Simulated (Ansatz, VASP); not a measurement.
## BP: VASP beside Ansatz

Contents of INCAR:

```
SYSTEM = BP
  ALGO = Normal
  EDIFF = 1E-6
  ENCUT = 500
  GGA = PE
  GGA_COMPAT = .FALSE.
  ISIF = 2
  ISMEAR = 0
  LASPH = .TRUE.
  LCHARG = .FALSE.
  LREAL = .FALSE.
  LWAVE = .FALSE.
  NBANDS = 11
  NELM = 120
  PREC = Accurate
  SIGMA = 0.02
```

KPOINTS

```
k-points
0
G
  10 10 10
  0 0 0
```

POSCAR

```
BP
1.0
    0.0000000000      2.2511791200      2.2511791200
    2.2511791200      0.0000000000      2.2511791200
    2.2511791200      2.2511791200      0.0000000000
B P
1 1
Direct
    0.0000000000      0.0000000000      0.0000000000
    0.2500000000      0.2500000000      0.2500000000
```

Input for Ansatz:

```yaml
crystal:
  lattice:
    - [0.0, 2.25117912, 2.25117912]
    - [2.25117912, 0.0, 2.25117912]
    - [2.25117912, 2.25117912, 0.0]
  atoms:
    - { symbol: B, position: [0.0, 0.0, 0.0] }
    - { symbol: P, position: [0.25, 0.25, 0.25] }
basis:
  ecutwfc: 420
kpoints:
  mp_grid: { grid: [10, 10, 10] }
hamiltonian:
  xc: pbe
scf:
  occupations: { method: gaussian, width: 0.02 }
output:
  forces: true
  stress: true
  eigenvalues: true
  write_density: true
  write_potential: true
  elf: true
  volumetric_format: npy
```

Alike in both runs: task single point; functional PBE; k mesh 10 × 10 × 10; occupations gaussian, width 0.02 eV; no spin polarisation.

|  | VASP | Ansatz |
| --- | --- | --- |
| version | VASP 6.6.1 | Ansatz 0.2.0 |
| potentials or method | VASP PAW PBE potentials, release 64 (B, P), cutoff 500 eV | scalar-relativistic, plane waves, PAW |
| valence electrons in the cell | 8 | 8 |

VASP gave:

```
gap on the k mesh at the Fermi level (eV) : 1.21
least direct gap on the mesh (eV)         : 3.44
pressure (GPa)                            : 5.0
```

Problem. Estimate Ansatz's values.

Solution. gap on the k mesh at the Fermi level (eV): 1.21; least direct gap on the mesh (eV): 3.44; pressure (GPa): 5.2.

The functional is the same, so the differences come from potentials, cutoffs and numerics.
